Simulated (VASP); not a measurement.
Input of a VASP 6.6.1 run:

The input INCAR:

```
SYSTEM = AlNi
PREC     = Accurate       ! precision mode
ENCUT    = 600            ! plane-wave cutoff, eV
EDIFF    = 1E-6           ! SCF threshold, eV
ISMEAR   = -1             ! smearing method
SIGMA    = 0.05           ! smearing width, eV
LREAL    = .False.        ! projectors in reciprocal space
LASPH    = .True.         ! aspherical terms in the spheres
NELM     = 150            ! most SCF steps
ALGO     = Normal         ! electronic algorithm
ISIF     = 3              ! what is computed and relaxed
LWAVE    = .False.        ! write WAVECAR
LCHARG   = .False.        ! write CHGCAR
ISPIN    = 2              ! spin polarisation
MAGMOM   = 1 0            ! initial moments
LORBIT   = 11             ! projections on sites
LMAXMIX  = 4              ! l up to which the mixer works
GGA      = PE             ! functional
IVDW     = 13             ! dispersion correction
IBRION   = 2              ! ionic algorithm
NSW      = 80             ! ionic steps
EDIFFG   = -0.01          ! ionic threshold
```

The input KPOINTS:

```
regular mesh
0
Gamma
  9 9 9
  0 0 0
```

File POSCAR:

```
AlNi
1.0
    2.8810000000      0.0000000000      0.0000000000
    0.0000000000      2.8810000000      0.0000000000
    0.0000000000      0.0000000000      2.8810000000
Ni Al
1 1
Direct
    0.5000000000      0.5000000000      0.5000000000
    0.0000000000      0.0000000000      0.0000000000
```

Potentials or basis: VASP PAW PBE potentials, release 64 (Ni, Al).

Launch:

```console
$ cat potpaw_PBE.64/Ni/POTCAR potpaw_PBE.64/Al/POTCAR > POTCAR
$ mpirun -np 1 vasp_std > vasp.out
```

**Question.** Estimate the net moment.

**Answer.** 0.00 μB per cell.

**Question.** What does it give for the space group after relaxing (to 0.05 Å)?

**Answer.** Pm-3m (No. 221).

**Question.** What does it give for the relaxed cell?

**Answer.** a = 2.860 Å, b = 2.860 Å, c = 2.860 Å, α = 90.00°, β = 90.00°, γ = 90.00°.

**Question.** Predict the relaxed volume.

**Answer.** 11.70 Å³/atom.

Step by step:
```csv
step,energy change (eV),largest force (eV/Å),pressure (GPa),volume (Å³)
1,0.0000,0.0000,-3.56,23.91
2,-0.0024,0.0000,3.01,23.00
3,-0.0060,0.0000,0.00,23.39
```

Caveat: pairwise dispersion overbinds metals, which lowers pressure and volume.
